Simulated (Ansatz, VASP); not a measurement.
# BiAu: VASP beside Ansatz

POSCAR

```
BiAu
1.0
    0.0000000000      3.0078410596      3.0078410596
    3.0078410596      0.0000000000      3.0078410596
    3.0078410596      3.0078410596      0.0000000000
Au Bi
1 1
Direct
    0.5000000000      0.5000000000      0.5000000000
    0.0000000000      0.0000000000      0.0000000000
```

The input INCAR.step1:

```
PREC = Accurate ; ENCUT = 520
ISMEAR = 0 ; SIGMA = 0.05
LREAL = F ; LASPH = T
NELM = 80 ; NBANDS = 20
GGA = PE ; ALGO = Normal
EDIFF = 1E-4 ; LWAVE = T
LCHARG = F
```

INCAR.step2

```
PREC = Accurate ; ENCUT = 520
EDIFF = 1E-6 ; ISMEAR = 0
SIGMA = 0.05 ; LREAL = F
LASPH = T ; NELM = 80
ALGO = Normal ; ISIF = 2
LWAVE = F ; LCHARG = F
METAGGA = R2SCAN ; LMIXTAU = T
NBANDS = 20 ; ISTART = 1
```

Contents of KPOINTS:

```
Automatic mesh
0
Gamma
  10 10 10
```

Input for Ansatz:

```yaml
crystal:
  lattice:
    - [0.0, 3.0078410596, 3.0078410596]
    - [3.0078410596, 0.0, 3.0078410596]
    - [3.0078410596, 3.0078410596, 0.0]
  atoms:
    - { symbol: Au, position: [0.5, 0.5, 0.5] }
    - { symbol: Bi, position: [0.0, 0.0, 0.0] }
basis:
  ecutwfc: 500
  ecutrho_ratio: 4
kpoints:
  mp_grid: { grid: [10, 10, 10] }
hamiltonian:
  xc: r2scan
scf:
  occupations: { method: gaussian, width: 0.05 }
output:
  forces: true
  stress: true
  eigenvalues: true
```

Alike in both runs: task single point; functional r2SCAN; k mesh 10 × 10 × 10; occupations gaussian, width 0.05 eV; no spin polarisation.

|  | VASP | Ansatz |
| --- | --- | --- |
| version | VASP 6.6.1 | Ansatz 0.2.0 |
| potentials or method | VASP PAW PBE potentials, release 64 (Au, Bi_d), cutoff 520 eV | scalar-relativistic, plane waves, PAW |
| valence electrons in the cell | 26 | 34 |

|  | VASP | Ansatz | Ansatz less VASP |
| --- | --- | --- | --- |
| gap on the k mesh at the Fermi level (eV) | none | none | - |
| pressure (GPa) | -4.6 | -4.6 | +0.01 |

VASP's potentials were made for PBE, not for r2SCAN. A gap of «none» marks a metal or a gap that the smearing closes. VASP's potentials hold 26 valence electrons a cell and Ansatz's 34, so a difference there can come from the potentials and not from the codes.

Spin-orbit coupling is off throughout.
